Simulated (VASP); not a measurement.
Ca:

```
Ca
1.0
    -2.24000    2.24000    2.24000
     2.24000   -2.24000    2.24000
     2.24000    2.24000   -2.24000
Ca
1
Direct
  0.00000 0.00000 0.00000
```

This isn't the form of Ca at room conditions, which is fcc.

| Quantity | Value |
| --- | --- |
| Program | VASP 6.6.1 |
| Task | relaxation of cell and atoms |
| Functional | PBE |
| Dispersion | D4 |
| Potentials or basis | VASP PAW PBE potentials, release 64 (Ca_sv) |
| Cutoff | 600 eV |
| k mesh | 8 × 8 × 8 |
| Occupations | fermi-dirac, width 0.05 eV |
| Spin | no spin polarisation |

At the start: pressure -1.5 GPa; volume 44.96 Å³/atom.

Problem. Where does the relaxation end?

Solution. Over 3 steps the energy falls by 21.3 meV/atom and the volume is 40.69 Å³/atom (-9.5 %); space group Im-3m (No. 229, to 0.1 Å) before and after.

Step by step:
| step | energy change (eV) | largest force (eV/Å) | pressure (GPa) | volume (Å³) |
| --- | --- | --- | --- | --- |
| 1 | 0.0000 | 0.0000 | -1.51 | 44.96 |
| 2 | -0.0180 | 0.0000 | -0.62 | 42.27 |
| 3 | -0.0213 | 0.0000 | -0.02 | 40.69 |

Final structure:
```yaml
crystal:
  lattice:
    - [-2.16671, 2.16671, 2.16671]
    - [2.16671, -2.16671, 2.16671]
    - [2.16671, 2.16671, -2.16671]
  atoms:
    - { symbol: Ca, position: [0.00000, 0.00000, 0.00000] }
```
